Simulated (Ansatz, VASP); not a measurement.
**One calculation of ZrPbO4, two programs**

Contents of INCAR:

```
PREC = Accurate
ENCUT = 600
EDIFF = 1E-7
ISMEAR = 0
SIGMA = 0.1
LREAL = F
LASPH = T
NELM = 80
ALGO = Normal
ISIF = 3
LWAVE = F
LCHARG = F
GGA = PE
IBRION = 2
NSW = 90
EDIFFG = -0.04
```

File KPOINTS:

```
regular mesh
0
Gamma
  6 6 4
```

Contents of POSCAR:

```
ZrPbO4
1.0
    3.6597064114      0.0000000000      0.0000000000
   -1.8298532057      3.1693987226      0.0000000000
    0.0000000000      0.0000000000      6.2667245962
Zr Pb O
1 1 4
Direct
    0.0000000000      0.0000000000      0.5000000000
    0.0000000000      0.0000000000      0.0000000000
    0.3333333333      0.6666666667      0.7027843740
    0.3333333333      0.6666666667      0.2972156260
    0.6666666667      0.3333333333      0.2972156260
    0.6666666667      0.3333333333      0.7027843740
```

Input for Ansatz:

```yaml
crystal:
  lattice:
    - [3.6597064114, 0.0, 0.0]
    - [-1.8298532057, 3.1693987226, 0.0]
    - [0.0, 0.0, 6.2667245962]
  atoms:
    - { symbol: Zr, position: [0.0, 0.0, 0.5] }
    - { symbol: Pb, position: [0.0, 0.0, 0.0] }
    - { symbol: O, position: [0.3333333333, 0.6666666667, 0.702784374] }
    - { symbol: O, position: [0.3333333333, 0.6666666667, 0.297215626] }
    - { symbol: O, position: [0.6666666667, 0.3333333333, 0.297215626] }
    - { symbol: O, position: [0.6666666667, 0.3333333333, 0.702784374] }
basis:
  ecutwfc: 420
kpoints:
  mp_grid: { grid: [6, 6, 4] }
hamiltonian:
  xc: pbe
scf:
  occupations: { method: gaussian, width: 0.1 }
  lower_state_search: "off"
output:
  forces: true
  stress: true
  eigenvalues: true
relax:
  adjacent_minimum: "off"
  f_tol: 0.04
  max_steps: 70
  cell: { stress_tol: 0.4 }
```

Alike in both runs: task relaxation of cell and atoms; functional PBE; k mesh 6 × 6 × 4; occupations gaussian, width 0.1 eV; no spin polarisation.

|  | VASP | Ansatz |
| --- | --- | --- |
| version | VASP 6.6.1 | Ansatz 0.2.0 |
| potentials or method | VASP PAW PBE potentials, release 64 (Zr_sv, Pb_d, O), cutoff 600 eV | scalar-relativistic, plane waves, PAW |
| valence electrons in the cell | 50 | 50 |

VASP gave:

- gap on the k mesh at the Fermi level, each at its own relaxed structure (eV): none
- relaxed volume (Å³/atom): 12.08
- relaxed length of the cell vector where the two differ most in proportion (Å): 6.247

Question: Which values does Ansatz return?

Answer: gap on the k mesh at the Fermi level, each at its own relaxed structure (eV): none; relaxed volume (Å³/atom): 12.11; relaxed length of the cell vector where the two differ most in proportion (Å): 6.256.

A gap of «none» marks a metal or a gap that the smearing closes.

Spin-orbit coupling is off throughout.
